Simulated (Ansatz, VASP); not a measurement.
# Nb in VASP and in Ansatz

```
Nb
1.0
    -1.65626    1.65626    1.65626
     1.65626   -1.65626    1.65626
     1.65626    1.65626   -1.65626
Nb
1
Direct
  0.00000 0.00000 0.00000
```

Alike in both runs: functional PBE; k mesh 8 × 8 × 8; occupations gaussian, width 0.1 eV; no spin polarisation.

Ansatz relaxed the structure, and its values are those at the end. VASP's run is a single point on that final structure, the one shown.

|  | VASP | Ansatz |
| --- | --- | --- |
| version | VASP 6.6.1 | Ansatz 0.2.0 |
| potentials or method | VASP PAW PBE potentials, release 64 (Nb_sv), cutoff 500 eV | scalar-relativistic, plane waves, PAW |
| valence electrons in the cell | 13 | 13 |

```tsv
	VASP	Ansatz	Ansatz less VASP
gap on the k mesh at the Fermi level (eV)	none	none	-
pressure (GPa)	-0.3	0.1	+0.40
```

A gap of «none» marks a metal or a gap that the smearing closes.
